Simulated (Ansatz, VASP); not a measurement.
**Two plane-wave programs on KF**

Contents of INCAR:

```
PREC     = Accurate       # precision mode
ENCUT    = 520            # plane-wave cutoff, eV
EDIFF    = 1E-6           # SCF threshold, eV
ISMEAR   = 0              # smearing method
SIGMA    = 0.05           # smearing width, eV
LREAL    = F              # projectors in reciprocal space
LASPH    = T              # aspherical terms in the spheres
NELM     = 100            # most SCF steps
ALGO     = Normal         # electronic algorithm
ISIF     = 2              # what is computed and relaxed
LWAVE    = F              # write WAVECAR
LCHARG   = F              # write CHGCAR
GGA      = PE             # functional
NBANDS   = 15             # bands
```

File KPOINTS:

```
regular mesh
0
Gamma
  8 8 8
```

Contents of POSCAR:

```
KF
1.0
   -0.0867619010      2.6822349401      2.6822349401
    2.6822349401     -0.0867619010      2.6822349401
    2.6822349401      2.6822349401     -0.0867619010
K F
1 1
Direct
    0.0000000000      0.0000000000      0.0000000000
    0.5000000000      0.5000000000      0.5000000000
```

Input for Ansatz:

```yaml
crystal:
  lattice:
    - [-0.086761901, 2.6822349401, 2.6822349401]
    - [2.6822349401, -0.086761901, 2.6822349401]
    - [2.6822349401, 2.6822349401, -0.086761901]
  atoms:
    - { symbol: K, position: [0.0, 0.0, 0.0] }
    - { symbol: F, position: [0.5, 0.5, 0.5] }
basis:
  ecutwfc: 520.0
kpoints:
  mp_grid: { grid: [8, 8, 8] }
hamiltonian:
  xc: pbe
scf:
  occupations: { method: gaussian, width: 0.05 }
output:
  forces: true
  stress: true
  eigenvalues: true
```

Alike in both runs: task single point; functional PBE; k mesh 8 × 8 × 8; occupations gaussian, width 0.05 eV; no spin polarisation.

|  | VASP | Ansatz |
| --- | --- | --- |
| version | VASP 6.6.1 | Ansatz 0.2.0 |
| potentials or method | VASP PAW PBE potentials, release 64 (K_sv, F), cutoff 520 eV | scalar-relativistic, plane waves, PAW |
| valence electrons in the cell | 16 | 16 |

Ansatz gave:

| Property | Result |
| --- | --- |
| gap on the k mesh at the Fermi level (eV) | 5.84 |
| least direct gap on the mesh (eV) | 5.84 |
| pressure (GPa) | -0.5 |
| traceless stress, the component that is largest in VASP (GPa) | 0.40 |

Estimate VASP's values.

gap on the k mesh at the Fermi level (eV): 5.83; least direct gap on the mesh (eV): 5.83; pressure (GPa): -0.5; traceless stress, the component that is largest in VASP (GPa): 0.40.

The functional is the same, so the differences come from potentials, cutoffs and numerics.
